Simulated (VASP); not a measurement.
# Ca: single point with PBEsol

Ca:

```
CELL_PARAMETERS angstrom
3.85260 0.00000 0.00000
-1.92630 3.33645 0.00000
0.00000 0.00000 6.33911
ATOMIC_POSITIONS crystal
Ca 0.33333 0.66667 0.25000
Ca 0.66667 0.33333 0.75000
```

This isn't the form of Ca at room conditions, which is fcc.

```yaml
Program: VASP 6.6.1
Task: single point
Functional: PBEsol
Potentials_or_basis: VASP PAW PBE potentials, release 64 (Ca_sv)
Cutoff: 520 eV
k_mesh: 12 × 12 × 8
Occupations: gaussian, width 0.1 eV
Spin: no spin polarisation
```

```json
{"Pressure": "0.0 GPa", "Band gap on the k mesh": "zero (bands 10 and 11 overlap by 0.46 eV)"}
```

Levels at points of the mesh, in eV from the Fermi level:
```
           k point  band 6  band 7  band 8  band 9  band 10  band 11  band 12  band 13  band 14  band 15
(0.00, 0.00, 0.00)  -22.80  -22.80  -22.79   -4.16    -1.11    -0.22     2.26     2.30     2.30     2.62
(0.50, 0.00, 0.00)  -22.86  -22.83  -22.82   -1.16    -0.71     0.16     0.33     1.37     1.92     2.23
(0.00, 0.00, 0.50)  -22.81  -22.81  -22.81   -3.12    -3.12     1.36     1.36     2.30     2.30     2.30
(0.50, 0.00, 0.50)  -22.84  -22.84  -22.84   -0.75    -0.75     0.11     0.11     1.43     1.43     2.92
```

Wall time 2.4 min on 1 thread of Oxide Virtual Turin-like Processor, on a shared host, peak memory 0.23 GiB.

Caveat: the PAW data sets were made with another functional, which shifts forces and pressure a little.
